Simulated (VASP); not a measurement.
# NaF: single point with PBE

Crystal: NaF.

```xyz
2
Lattice="0.0000 2.1351 2.1351 2.1351 0.0000 2.1351 2.1351 2.1351 0.0000" Properties=species:S:1:pos:R:3 pbc="T T T"
Na    0.0000    0.0000    0.0000
F     2.1351    2.1351    2.1351
```

```yaml
Program: VASP 6.6.1
Task: single point
Functional: PBE
Potentials_or_basis: VASP PAW PBE potentials, release 64 (Na_pv, F)
Cutoff: 520 eV
k_mesh: 10 × 10 × 10
Occupations: gaussian, width 0.02 eV
Spin: no spin polarisation
Dipole_correction: no
Further_INCAR_settings: ALGO = Normal; EDIFF = 1e-07; NBANDS = 14
```

```yaml
Pressure: 25.4 GPa
Band_gap_on_the_k_mesh: 7.85 eV, direct
```

Levels at points of the mesh, in eV from the valence-band top:
```tsv
k point	band 5	band 6	band 7	band 8	band 9	band 10
(0.00, 0.00, 0.00)	0.00	0.00	0.00	7.85	20.73	20.73
(0.50, 0.00, 0.00)	-2.20	-0.42	-0.42	12.42	14.72	22.92
(0.50, 0.50, 0.00)	-1.67	-0.53	-0.53	14.07	15.37	16.28
```

Wall time 7.2 s on 1 thread of Intel(R) Xeon(R) Platinum 8488C (Sapphire Rapids) (shared host), peak memory 0.13 GiB.

A k mesh can miss the band edges.
